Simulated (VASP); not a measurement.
Set up this calculation in VASP 6.6.1, as the native input.

* Task: single point
* Functional: LDA
* Potentials or basis: VASP PAW LDA potentials, release 64 (N, B)
* Cutoff: 520 eV
* k mesh: 12 × 12 × 4
* Occupations: fermi-dirac, width 0.05 eV
* Spin: no spin polarisation
* Dipole correction: no
* Further INCAR settings: ALGO = Normal; EDIFF = 1e-06; NBANDS = 16

The structure of BN lies in POSCAR:

```
BN
1.0
    2.4472412002      0.0000000000      0.0000000000
   -1.2236206001      2.1193730486      0.0000000000
    0.0000000000      0.0000000000      6.5002395416
N B
2 2
Direct
    0.6666666667      0.3333333333      0.2500000000
    0.3333333333      0.6666666667      0.7500000000
    0.6666666667      0.3333333333      0.7500000000
    0.3333333333      0.6666666667      0.2500000000
```

This cell differs from its parent crystal: volume scaled by 0.94.

These files were run (other wordings do the same):

INCAR

```
SYSTEM = BN
  PREC = Accurate
  ENCUT = 520
  EDIFF = 1E-6
  ISMEAR = -1
  SIGMA = 0.05
  LREAL = .False.
  LASPH = .True.
  NELM = 80
  ALGO = Normal
  ISIF = 2
  LWAVE = .False.
  LCHARG = .False.
  GGA = CA
  NBANDS = 16
```

KPOINTS

```
regular mesh
0
Gamma
  12 12 4
  0 0 0
```

Potentials or basis: VASP PAW LDA potentials, release 64 (N, B).

Command:

```console
$ cat potpaw_LDA.64/N/POTCAR potpaw_LDA.64/B/POTCAR > POTCAR
$ mpirun -np 1 vasp_std > vasp.out
```

Results of the run:

The pressure is 14.2 GPa and the band gap on the k mesh is 4.14 eV, indirect (least direct gap 4.60 eV).

Run time: 13 s on 1 thread of Intel Xeon 6975P-C (shared host), peak memory 0.14 GiB.
